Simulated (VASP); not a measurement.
# GdN (Fm-3m) in VASP: single point with PBE

Aim: the single point of GdN with PBE.

All numbers are computed with VASP 6.6.1; they aren't measurements. Logs are shortened: lines on timing, memory, paths and dates and some standing lists are left out, and cuts for length are marked.

## (1) The cell of the first run

The structure is cubic, space group Fm-3m (No. 225). The conventional cell has a = 4.984 Å, b = 4.984 Å, c = 4.984 Å, α = 90.00°, β = 90.00°, γ = 90.00°. Gd (site symmetry m-3m) has 6 N at 2.49 Å within 3.3 Å. N (site symmetry m-3m) has 6 Gd at 2.49 Å within 3.3 Å.

## (2) Single point, PBE, collinear spin, ferromagnetic start

File INCAR:

```
SYSTEM = GdN
PREC = Accurate ; ENCUT = 520
EDIFF = 1E-6 ; ISMEAR = 0
SIGMA = 0.1 ; LREAL = .FALSE.
LASPH = .TRUE. ; NELM = 150
ALGO = Normal ; ISIF = 2
LWAVE = .FALSE. ; LCHARG = .FALSE.
ISPIN = 2 ; MAGMOM = 7.55 0
LORBIT = 11 ; LMAXMIX = 6
GGA = PE ; NBANDS = 22
```

File KPOINTS:

```
regular mesh
0
G
  14 14 14
  0 0 0
```

File POSCAR:

```
GdN
1.0
    0.0000000000      2.4922023104      2.4922023104
    2.4922023104      0.0000000000      2.4922023104
    2.4922023104      2.4922023104      0.0000000000
Gd N
1 1
Direct
    0.5000000000      0.5000000000      0.5000000000
    0.0000000000      0.0000000000      0.0000000000
```

Potentials or basis: VASP PAW PBE potentials, release 64 (Gd, N).

Started as:

```sh
cat potpaw_PBE.64/Gd/POTCAR potpaw_PBE.64/N/POTCAR > POTCAR
mpirun -np 1 vasp_std > vasp.out
```

OUTCAR:

```text
SYSTEM = GdN
   PREC = Accurate
   ENCUT = 520
   EDIFF = 1E-6
   ISMEAR = 0
   LREAL = .FALSE.
   LASPH = .TRUE.
   NELM = 150
   ISIF = 2
   ISPIN = 2
   LORBIT = 11
   GGA = PE

 ion  position               nearest neighbor table
   1  0.500  0.500  0.500-   2 2.49   2 2.49   2 2.49   2 2.49   2 2.49   2 2.49
   2  0.000  0.000  0.000-   1 2.49   1 2.49   1 2.49   1 2.49   1 2.49   1 2.49

  LATTYP: Found a face centered cubic cell.
 ALAT       =     4.9844046208

  Lattice vectors:

 A1 = (   0.0000000000,   2.4922023104,   2.4922023104)
 A2 = (   2.4922023104,   0.0000000000,   2.4922023104)
 A3 = (   2.4922023104,   2.4922023104,   0.0000000000)

Analysis of symmetry for initial positions (statically):
=====================================================================
 Subroutine PRICEL returns:
 Original cell was already a primitive cell.

 Routine SETGRP: Setting up the symmetry group for a
 face centered cubic supercell.

 Subroutine GETGRP returns: Found 48 space group operations
 (whereof 48 operations were pure point group operations)
 out of a pool of 48 trial point group operations.

The static configuration has the point symmetry O_h .

Analysis of symmetry for dynamics (positions and initial velocities):
=====================================================================
 Subroutine PRICEL returns:
 Original cell was already a primitive cell.

 Routine SETGRP: Setting up the symmetry group for a
 face centered cubic supercell.

 Subroutine GETGRP returns: Found 48 space group operations
 (whereof 48 operations were pure point group operations)
 out of a pool of 48 trial point group operations.

The dynamic configuration has the point symmetry O_h .

Analysis of structural, dynamic, and magnetic symmetry:
=====================================================================
 Subroutine PRICEL returns:
 Original cell was already a primitive cell.

 Routine SETGRP: Setting up the symmetry group for a
 face centered cubic supercell.

 Subroutine GETGRP returns: Found 48 space group operations
 (whereof 48 operations were pure point group operations)
 out of a pool of 48 trial point group operations.

The overall configuration has the point symmetry O_h .

 Subroutine INISYM returns: Found 48 space group operations
 (whereof 48 operations are pure point group operations),
 and found     1 'primitive' translations

----------------------------------------------------------------------------------------

                                     Primitive cell

  volume of cell :      30.9585

  direct lattice vectors                    reciprocal lattice vectors
     0.000000000  2.492202310  2.492202310    -0.200625767  0.200625767  0.200625767
     2.492202310  0.000000000  2.492202310     0.200625767 -0.200625767  0.200625767
     2.492202310  2.492202310  0.000000000     0.200625767  0.200625767 -0.200625767

  length of vectors
     3.524506308  3.524506308  3.524506308     0.347494022  0.347494022  0.347494022

  position of ions in fractional coordinates (direct lattice)
     0.500000000  0.500000000  0.500000000
     0.000000000  0.000000000  0.000000000

  ion indices of the primitive-cell ions
   primitive index   ion index
                 1           1
                 2           2

----------------------------------------------------------------------------------------

 KPOINTS: regular mesh

Automatic generation of k-mesh.
 Grid dimensions read from file:
 generate k-points for:   14   14   14

 Generating k-lattice:

  Cartesian coordinates                     Fractional coordinates (reciprocal lattice)
    -0.014330412  0.014330412  0.014330412     0.071428571  0.000000000  0.000000000
     0.014330412 -0.014330412  0.014330412     0.000000000  0.071428571  0.000000000
     0.014330412  0.014330412 -0.014330412     0.000000000  0.000000000  0.071428571

  Length of vectors
     0.024821002  0.024821002  0.024821002

  Shift w.r.t. Gamma in fractional coordinates (k-lattice)
     0.000000000  0.000000000  0.000000000

 Subroutine IBZKPT returns following result:
 ===========================================

 Found    104 irreducible k-points:

 Following reciprocal coordinates:
            Coordinates               Weight
  0.000000  0.000000  0.000000      1.000000
  0.071429  0.000000  0.000000      8.000000
  0.142857  0.000000  0.000000      8.000000
  0.214286  0.000000  0.000000      8.000000
  0.285714  0.000000  0.000000      8.000000
  0.357143  0.000000  0.000000      8.000000
[... 16 lines left out ...]
  0.214286  0.142857  0.000000     24.000000
  0.285714  0.142857  0.000000     24.000000
 [... further k-points ...]
   k-points           NKPTS =    104   k-points in BZ     NKDIM =    104   number of bands    NBANDS=     22
   number of dos      NEDOS =    301   number of ions     NIONS =      2
   total plane-waves  NPLWV =  21952
   dimension x,y,z NGX =    28 NGY =   28 NGZ =   28
   dimension x,y,z NGXF=    56 NGYF=   56 NGZF=   56
   ions per type =               1   1
   NGX,Y,Z   is equivalent  to a cutoff of  13.21, 13.21, 13.21 a.u.
   NGXF,Y,Z  is equivalent  to a cutoff of  26.41, 26.41, 26.41 a.u.
 SYSTEM =  GdN
   PREC   = accura    normal or accurate (medium, high low for compatibility)
   ISTART =      0    job   : 0-new  1-cont  2-samecut
   ICHARG =      2    charge: 1-file 2-atom 10-const
   ISPIN  =      2    spin polarized calculation?
   LNONCOLLINEAR =      F non collinear calculations
   LSORBIT =      F    spin-orbit coupling
   LASPH  =      T    aspherical Exc in radial PAW
   ENCUT  =  520.0 eV  38.22 Ry    6.18 a.u.   6.55  6.55  6.55*2*pi/ulx,y,z
   NELM   =    150;   NELMIN=  2; NELMDL= -5     # of ELM steps
   EDIFF  = 0.1E-05   stopping-criterion for ELM
   LREAL  =      F    real-space projection
   EDIFFG = 0.1E-04   stopping-criterion for IOM
   NSW    =      0    number of steps for IOM
   IBRION =     -1    ionic relax: 0-MD 1-quasi-New 2-CG
   NFREE  =      0    steps in history (QN), initial steepest desc. (CG)
   ISIF   =      2    stress and relaxation
   ISYM   =      2    0-nonsym 1-usesym 2-fastsym
   POTIM  = 0.5000    time-step for ionic-motion
   TEBEG  =    0.0;   TEEND  =   0.0 temperature during run
   PSTRESS=    0.0 pullay stress
   NELECT =      23.0000    total number of electrons
   NUPDOWN=      -1.0000    fix difference up-down
   EMIN   =  10.00;   EMAX   =-10.00  energy-range for DOS
   EFERMI =   0.00;   METHOD = LEGACY
   ISMEAR =     0;   SIGMA  =   0.10  broadening in eV -4-tet -1-fermi 0-gaus
   EFERMI_NEDOS =   21; number of points for ismear=-14 and -15
   IALGO  =     38    algorithm
   IMIX   =      4    mixing-type and parameters
     AMIX     =   0.40;   BMIX     =  1.00
     AMIX_MAG =   1.60;   BMIX_MAG =  1.00
  volume/ion in A,a.u.               =      15.48       104.46
  Fermi-wavevector in a.u.,A,eV,Ry     =   1.482714  2.801924 29.911616  2.198442
  Thomas-Fermi vector in A             =   2.596466
   LORBIT       =     11    0 simple, 1 ext, 2 COOP (PROOUT), +10 PAW based schemes
   GGA     = PE    functional components
   LHFCALC =     F    Hartree Fock is set to
   AEXX    =    0.0000 exact exchange contribution
   IVDW    =     0    specifies the selected vdW correction
   LEPSILON=     F    determine dielectric tensor
   LRPA    =     F    only Hartree local field effects (RPA)
 spin polarized calculation
 Gauss-broadening in eV      SIGMA  =   0.10
  energy-cutoff  :      520.00
  volume of cell :       30.96
 maximum number of plane-waves:       869
 NGX is ok and might be reduce to    28
   NGX = 13   NGY = 13   NGZ = 13

 number of electron      23.0000006 magnetization       6.9967301

 Free energy of the ion-electron system (eV)
  ---------------------------------------------------
  ext. energy  EPLUGINS =         0.00000000
  ---------------------------------------------------
  free energy    TOTEN  =       -23.21683152 eV

  energy without entropy =      -23.21652084  energy(sigma->0) =      -23.21667618

 E-fermi :   3.9984     XC(G=0): -11.5853

 val. band max:        3.9525147370   @ k =   0.0714   0.0000   0.0000
 cond. band min:       4.0286721624   @ k =   0.0714   0.0714   0.0000
 fundamental gap:      0.0761574254
 Fermi energy:         3.9983948970

 spin component 1

 k-point     1 :       0.0000    0.0000    0.0000
  band No.  band energies     occupation
      1     -39.8434      1.00000
      2     -16.8378      1.00000
      3     -16.8378      1.00000
      4     -16.8378      1.00000
      5      -9.1257      1.00000
      6       0.3070      1.00000
[... 14 lines left out ...]
     21       8.5449      0.00000
     22      14.5825      0.00000
[... 552 lines left out ...]
  band No.  band energies     occupation
      1     -39.7889      1.00000
      2     -17.4319      1.00000
      3     -16.9621      1.00000
      4     -16.9450      1.00000
      5      -8.2807      1.00000
      6       0.1755      1.00000
[... 14 lines left out ...]
     21      12.6354      0.00000
     22      18.0736      0.00000

 [... further k-points ...]

 spin component 2

 k-point     1 :       0.0000    0.0000    0.0000
  band No.  band energies     occupation
      1     -36.7484      1.00000
      2     -14.5932      1.00000
      3     -14.5931      1.00000
      4     -14.5931      1.00000
      5      -9.1066      1.00000
      6       3.0728      1.00000
[... 14 lines left out ...]
     21       9.5041      0.00000
     22      15.5149      0.00000
[... 552 lines left out ...]
  band No.  band energies     occupation
      1     -36.6778      1.00000
      2     -15.4027      1.00000
      3     -14.7453      1.00000
      4     -14.7228      1.00000
      5      -8.1367      1.00000
      6       1.0963      1.00000
[... 14 lines left out ...]
     21      13.4092      0.00000
     22      19.0622      0.00000

 [... further k-points ...]
[... 5 lines left out ...]
  --------------------------------------------------------------------------------------
  -------------------------------------------------------------------------------------
  Total        0.0427635      0.0427635      0.0427635      0.0000000      0.0000000      0.0000000
  in kB        2.2131157      2.2131157      2.2131157      0.0000000      0.0000000      0.0000000
  external PRESSURE =       2.2131157 kB  Pullay stress =       0.0000000 kB

 VOLUME and BASIS-vectors are now :
 -----------------------------------------------------------------------------
  energy-cutoff  :      520.00
  volume of cell :       30.96
      direct lattice vectors                 reciprocal lattice vectors
     0.000000000  2.492202310  2.492202310    -0.200625767  0.200625767  0.200625767
     2.492202310  0.000000000  2.492202310     0.200625767 -0.200625767  0.200625767
     2.492202310  2.492202310  0.000000000     0.200625767  0.200625767 -0.200625767

 POSITION                                       TOTAL-FORCE (eV/Angst)
 -----------------------------------------------------------------------------------
      2.49220      2.49220      2.49220        -0.000000      0.000000     -0.000000
      0.00000      0.00000      0.00000         0.000000     -0.000000      0.000000
 -----------------------------------------------------------------------------------
    total drift:                                0.000000      0.000000      0.000000

  FREE ENERGIE OF THE ION-ELECTRON SYSTEM (eV)
  ---------------------------------------------------
  free  energy   TOTEN  =       -23.2168315232 eV

  energy  without entropy=      -23.2165208425  energy(sigma->0) =      -23.21667618

 total charge

# of ion       s       p       d       f       tot
--------------------------------------------------
    1        2.034   5.662   0.535   7.000  15.232
    2        1.249   2.375   0.000   0.000   3.624
--------------------------------------------------
tot          3.284   8.037   0.535   7.000  18.856

 magnetization (x)

# of ion       s       p       d       f       tot
--------------------------------------------------
    1       -0.006  -0.081   0.083   6.806   6.802
    2       -0.006  -0.074   0.000   0.000  -0.080
--------------------------------------------------
tot         -0.012  -0.155   0.083   6.806   6.722
```

It took 11 min on 1 thread of AMD EPYC 7R13, shared host; peak memory 0.25 GiB.

What came out:

* Free energy: -23.2168 eV
* Pressure: 0.2 GPa
* Band gap on the k mesh: zero (filled and empty bands overlap)
* Net moment: 7.00 μB per cell
* Site moments: Gd +6.80; N -0.08 μB
* Valence electrons inside the program's atomic spheres: Gd 15.23; N 3.62

Levels at points of the mesh, in eV from the Fermi level:
Spin up:
```
           k point  band 12  band 13  band 14  band 15  band 16  band 17  band 18  band 19
(0.00, 0.00, 0.00)    -3.29     0.19     0.19     0.19     2.42     2.42     2.42     3.13
(0.50, 0.00, 0.00)    -3.28    -3.28    -2.65    -2.65     5.03     5.79     5.79     6.56
(0.50, 0.50, 0.00)    -3.35    -1.53    -0.55    -0.26    -0.26     6.43     6.47     7.51
```
Spin down:
```tsv
k point	band 6	band 7	band 8	band 9	band 10	band 11
(0.00, 0.00, 0.00)	-0.93	-0.93	-0.93	1.61	2.15	2.15
(0.50, 0.00, 0.00)	-4.16	-2.52	-2.52	1.75	1.85	1.85
(0.50, 0.50, 0.00)	-1.18	-0.87	-0.87	0.16	1.90	1.96
```

Caveat: spin-orbit coupling is left out, which moves the levels of the heavy elements; a cell with one magnetic atom can't hold antiferromagnetic order, which such compounds often take; semilocal functionals describe open f shells poorly, which spoils levels, moments and volumes.
